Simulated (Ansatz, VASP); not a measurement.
## TeAu2S3 in VASP and in Ansatz

```
Te S Au
1.0
     2.53552    1.46388    5.23263
    -2.53552    1.46388    5.23263
     0.00000   -2.92777    5.23263
Te S Au
1 3 2
Cartesian
  0.0000 0.0000 7.8490
  0.0000 0.0000 10.5698
  0.0000 0.0000 5.1281
  0.0000 0.0000 0.0000
  0.0000 0.0000 13.1235
  0.0000 0.0000 2.5744
```

Alike in both runs: functional PBE; k mesh 3 × 3 × 3; occupations gaussian, width 0.15 eV; no spin polarisation.

Ansatz relaxed the structure, and its values are those at the end. VASP's run is a single point on that final structure, the one shown.

|  | VASP | Ansatz |
| --- | --- | --- |
| version | VASP 6.6.1 | Ansatz 0.2.0 |
| potentials or method | VASP PAW PBE potentials, release 64 (Te, S, Au), cutoff 500 eV | scalar-relativistic, plane waves, PAW |
| valence electrons in the cell | 46 | 72 |

```tsv
	VASP	Ansatz	Ansatz less VASP
gap on the k mesh at the Fermi level (eV)	none	none	-
pressure (GPa)	0.2	0.4	+0.21
rms of the force components (eV/Å)	0.013	0.014	+0.0012
```

A gap of «none» marks a metal or a gap that the smearing closes. VASP's potentials hold 46 valence electrons a cell and Ansatz's 72, so a difference there can come from the potentials and not from the codes.

The k mesh is coarse, so the values compare programs but aren't converged. Neither program's run includes spin-orbit coupling.
